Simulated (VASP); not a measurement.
Here is a VASP 6.6.1 calculation.

File INCAR:

```
PREC = Accurate
ENCUT = 520
EDIFF = 1E-8
ISMEAR = -1
SIGMA = 0.05
LREAL = F
LASPH = T
NELM = 100
ALGO = Normal
ISIF = 2
LWAVE = F
LCHARG = F
GGA = PE
LEFG = T
NBANDS = 16
```

The input KPOINTS:

```
regular mesh
0
Gamma
  13 13 13
```

Contents of POSCAR:

```
InSb
1.0
    0.0000000000      3.2391000000      3.2391000000
    3.2391000000      0.0000000000      3.2391000000
    3.2391000000      3.2391000000      0.0000000000
In Sb
1 1
Direct
    0.0000000000      0.0000000000      0.0000000000
    0.7500000000      0.7500000000      0.7500000000
```

Potentials or basis: VASP PAW PBE potentials, release 64 (In_d, Sb).

The run is started by

```sh
$ cat potpaw_PBE.64/In_d/POTCAR potpaw_PBE.64/Sb/POTCAR > POTCAR
$ mpirun -np 1 vasp_std > vasp.out
```

(1) Estimate the pressure.

(2) What does it give for the band gap on the k mesh?

Answers

(1) 3.1 GPa.

(2) zero (filled and empty bands touch).

Caveat: without QUAD_EFG the Cq values of the log hold for a quadrupole moment of 1 mb, not for the nuclei; spin-orbit coupling is left out, which moves the levels of the heavy elements.
